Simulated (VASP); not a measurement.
Write the native input for VASP 6.6.1 that does the following.

```yaml
Task: single point
Functional: PBE
Potentials_or_basis: VASP PAW PBE potentials, release 64 (Ti_sv, In_d)
Cutoff: 520 eV
k_mesh: 3 × 3 × 4
Occupations: gaussian, width 0.1 eV
Spin: no spin polarisation
Dipole_correction: no
Further_INCAR_settings: ALGO = Normal; EDIFF = 1e-06; NBANDS = 48
```

The structure of TiIn5 lies in POSCAR:

```
TiIn5
1.0
    6.0137915300      0.0000000000      0.0000000000
   -3.0068957600      5.2080962300      0.0000000000
    0.0000000000      0.0000000000      5.5267301900
Ti In
1 5
Direct
    0.0000000000      0.0000000000      0.5000000000
    0.6666666700      0.3333333300      0.5000000000
    0.3165600000      0.0000000000      0.0000000000
    0.6834400000      0.6834400000      0.0000000000
    0.0000000000      0.3165600000      0.0000000000
    0.3333333300      0.6666666700      0.5000000000
```

The cell was built from a structure type or drawn by symmetry, and may not be a known phase.

The input as run:

INCAR

```
SYSTEM = TiIn5
ALGO = Normal
EDIFF = 1E-6
ENCUT = 520
GGA = PE
ISIF = 2
ISMEAR = 0
LASPH = .True.
LCHARG = .True.
LELF = .True.
LREAL = .False.
LVHAR = .True.
LWAVE = .False.
NBANDS = 48
NELM = 80
PREC = Accurate
SIGMA = 0.1
```

KPOINTS

```
k-points
0
Gamma
  3 3 4
  0 0 0
```

Potentials or basis: VASP PAW PBE potentials, release 64 (Ti_sv, In_d).

The run is started by

```console
$ cat potpaw_PBE.64/Ti_sv/POTCAR potpaw_PBE.64/In_d/POTCAR > POTCAR
$ mpirun -np 1 vasp_std > vasp.out
```

Results of the run:

- Pressure: -5.8 GPa
- Largest force: 0.303 eV/Å
- Band gap on the k mesh: zero (an odd number of electrons rules out a gap without spin polarisation)

Caveat: the k points lie up to 0.40 Å⁻¹ apart, too coarse for converged energies and pressures of a metal; spin-orbit coupling is left out, which moves the levels of the heavy elements.

It took 3.3 min on 1 thread of Intel Xeon 8259CL, on a shared host, peak memory 0.32 GiB.
